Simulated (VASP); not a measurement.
The system is EuS.

```
CELL_PARAMETERS angstrom
0.00000 2.97850 2.97850
2.97850 0.00000 2.97850
2.97850 2.97850 0.00000
ATOMIC_POSITIONS crystal
Eu 0.00000 0.00000 0.00000
S 0.50000 0.50000 0.50000
```

Base run:

* Program: VASP 6.6.1
* Functional: PBEsol
* Potentials or basis: VASP PAW PBE potentials, release 64 (Eu, S)
* Cutoff: 600 eV
* k mesh: 7 × 7 × 7
* Occupations: fermi-dirac, width 0.1 eV
* Spin: collinear spin, ferromagnetic start
* Starting moments: [7.0, 0.0] μB

Its results: pressure -5.8 GPa; net moment 6.95 μB per cell; site moments Eu +6.58; S -0.07 μB.

After a change of settings the same cell gave: pressure -2.9 GPa; net moment 6.96 μB per cell; site moments Eu +6.58; S -0.07 μB. Which change was it?
A. functional from PBEsol to BLYP
B. functional from PBEsol to RPBE
C. functional from PBEsol to PBE

C.

PBE binds less tightly than PBEsol, so the same cell stands under more pressure.

Caveats: a cell with one magnetic atom can't hold antiferromagnetic order, which such compounds often take; the cell stands under tension (at least some runs); the PAW data sets were made with another functional, which shifts forces and pressure a little (at least some runs).
